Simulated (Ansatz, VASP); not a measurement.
# SnSe in VASP and in Ansatz

```
Sn Se
1.0
     0.00000    3.01000    3.01000
     3.01000    0.00000    3.01000
     3.01000    3.01000    0.00000
Sn Se
1 1
Direct
  0.00000 0.00000 0.00000
  0.50000 0.50000 0.50000
```

Alike in both runs: task relaxation of cell and atoms; functional PBE; dispersion D3(BJ); k mesh 8 × 8 × 8; occupations fermi-dirac, width 0.05 eV; no spin polarisation.

```csv
,VASP,Ansatz
version,VASP 6.6.1,Ansatz 0.2.0
potentials or method,"VASP PAW PBE potentials, release 64 (Sn_d, Se)",Ansatz PAW
plane-wave cutoff (eV),600,420
valence electrons in the cell,20,30
```

VASP gave:

* gap on the k mesh at the Fermi level, each at its own relaxed structure (eV): 0.69
* relaxed volume (Å³/atom): 26.65
* relaxed cell length with the largest relative difference (Å): 4.224

Problem. Which values does Ansatz return?

Solution. gap on the k mesh at the Fermi level, each at its own relaxed structure (eV): 0.69; relaxed volume (Å³/atom): 26.64; relaxed cell length with the largest relative difference (Å): 4.224.

VASP's potentials hold 20 valence electrons a cell and Ansatz's 30, so a difference there can come from the potentials and not from the codes.

Noted on Ansatz's run: the plane-wave basis is chosen anew once the cell has moved, so the energies of steps on either side of that aren't comparable.
